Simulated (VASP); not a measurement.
Runs of VASP 6.6.1 on Be. The structure is that of space group Pm-3m (No. 221), or close to it. The cells are those of the table. 

| cell | k mesh | gap on the mesh (eV) | pressure (GPa) |
| --- | --- | --- | --- |
| a = 2.192 Å, 1 atom | 23 × 23 × 23 | none | (b) |
| a = 2.276 Å, 1 atom | 16 × 16 × 16 | none | -6.7 |
| a = 2.162 Å, 1 atom | 16 × 16 × 16 | none | 3.3 |
| a = 2.100 Å, 1 atom | 16 × 16 × 16 | none | 11.7 |
| a = 2.131 Å, 1 atom | 16 × 16 × 16 | none | (a) |

Alike in all rows: task single point; level RPBE; potentials or basis VASP PAW PBE potentials, release 64 (Be); no spin polarisation; cutoff (eV) 520; smearing fermi-dirac 0.1 eV.

Q: Fill in the values left out.

A: (a) 7.1; (b) 0.0.

Caveats: the PAW data sets were made with another functional, which shifts forces and pressure a little.

A gap of «none» marks levels without a gap at the run's occupations.
